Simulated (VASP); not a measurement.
Ba3AlP: single point with PBE

The system is Ba3AlP.

```xyz
5
Lattice="5.5454 0.0000 0.0000 0.0000 5.5454 0.0000 0.0000 0.0000 5.5454" Properties=species:S:1:pos:R:3 pbc="T T T"
Ba    2.7727    2.7727    0.0000
Ba    2.7727    0.0000    2.7727
Ba    0.0000    2.7727    2.7727
Al    0.0000    0.0000    0.0000
P     2.7727    2.7727    2.7727
```

The cell was built from a structure type or drawn by symmetry, and may not be a known phase.

```
Program                : VASP 6.6.1
Task                   : single point
Functional             : PBE
Potentials or basis    : VASP PAW PBE potentials, release 64 (Ba_sv, Al, P)
Cutoff                 : 520 eV
k mesh                 : 4 × 4 × 4
Occupations            : gaussian, width 0.1 eV
Spin                   : no spin polarisation
Dipole correction      : no
Further INCAR settings : ALGO = Normal; EDIFF = 1e-06; NBANDS = 27
```

| Item | Value |
| --- | --- |
| Pressure | 12.6 GPa |
| Band gap on the k mesh | zero (bands 19 and 20 overlap by 0.87 eV) |

Levels at points of the mesh, in eV from the Fermi level:
```csv
k point,band 15,band 16,band 17,band 18,band 19,band 20,band 21,band 22
"(0.00, 0.00, 0.00)",0.07,0.07,0.07,0.23,0.23,0.38,0.38,0.38
"(0.50, 0.00, 0.00)",-2.50,-1.43,-0.20,-0.20,0.04,0.04,0.43,1.57
"(0.50, 0.50, 0.00)",-2.91,-2.91,-0.70,-0.52,-0.52,-0.35,2.05,2.05
"(0.50, 0.50, 0.50)",-3.29,-3.29,-3.29,0.51,0.51,0.51,1.77,1.77
```

Run time: 24 s on 1 thread of Intel(R) Xeon(R) 6975P-C (Granite Rapids), on a shared host, peak memory 0.27 GiB.

Caveat: the cell stands under pressure; spin-orbit coupling is left out, which moves the levels of the heavy elements.
